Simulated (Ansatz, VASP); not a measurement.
One calculation of Al, two programs

```
CELL_PARAMETERS angstrom
2.81442 0.00000 0.00000
-1.40721 2.43736 0.00000
0.00000 0.00000 9.24105
ATOMIC_POSITIONS crystal
Al 0.96886 0.93772 0.00000
Al 0.33333 0.66667 0.25000
Al 0.03114 0.06228 0.50000
Al 0.66667 0.33333 0.75000
```

Change from the starting cell: mode 4 frozen in at +0.000 Å and mode 5 at -0.152 Å (largest displacements).

Alike in both runs: task single point; functional PBE; dispersion D3(BJ); k mesh 18 × 18 × 4; occupations gaussian, width 0.15 eV; no spin polarisation.

```csv
,VASP,Ansatz
version,VASP 6.6.1,Ansatz 0.2.0
potentials or method,"VASP PAW PBE potentials, release 64 (Al), cutoff 520 eV","scalar-relativistic, plane waves, PAW"
valence electrons in the cell,12,12
```

```tsv
	VASP	Ansatz	Ansatz less VASP
gap on the k mesh at the Fermi level (eV)	none	none	-
pressure (GPa)	0.2	0.2	+0.01
traceless stress, the component that is largest in VASP (GPa)	0.53	0.52	-0.004
rms of the force components (eV/Å)	0.053	0.053	+0.0003
```

Atom by atom the forces differ by 0.000 eV/Å (rms over components). A gap of «none» marks a metal or a gap that the smearing closes.
